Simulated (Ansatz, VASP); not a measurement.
TaN in VASP and in Ansatz

```
Ta N
1.0
     5.17892    0.00000    0.00000
    -2.58946    4.48508    0.00000
     0.00000    0.00000    2.89600
Ta N
3 3
Direct
  0.33333 0.66667 0.46915
  0.66667 0.33333 0.46915
  0.00000 0.00000 0.06474
  0.39337 0.00000 0.98688
  0.60663 0.60663 0.98688
  0.00000 0.39337 0.98688
```

Change from the starting cell: mode 4 (148.0 1/cm) frozen in, largest displacement +0.188 Å.

Alike in both runs: task single point; functional PBEsol; k mesh 12 × 12 × 16; occupations gaussian, width 0.15 eV; no spin polarisation.

|  | VASP | Ansatz |
| --- | --- | --- |
| version | VASP 6.6.1 | Ansatz 0.2.0 |
| potentials or method | VASP PAW PBE potentials, release 64 (Ta_pv, N), cutoff 520 eV | scalar-relativistic, plane waves, PAW |
| valence electrons in the cell | 48 | 54 |

Ansatz gave:

- gap on the k mesh at the Fermi level (eV): none
- pressure (GPa): 0.8
- traceless stress, the component that is largest in VASP (GPa): -1.02
- rms of the force components (eV/Å): 0.742

Task: Estimate VASP's values.

Result: gap on the k mesh at the Fermi level (eV): none; pressure (GPa): 1.7; traceless stress, the component that is largest in VASP (GPa): -1.06; rms of the force components (eV/Å): 0.740.

VASP's potentials were made for PBE, not for PBEsol. Atom by atom the forces differ by 0.008 eV/Å (rms over components). A gap of «none» marks a metal or a gap that the smearing closes. VASP's potentials hold 48 valence electrons a cell and Ansatz's 54, so a difference there can come from the potentials and not from the codes.

Spin-orbit coupling is off throughout.
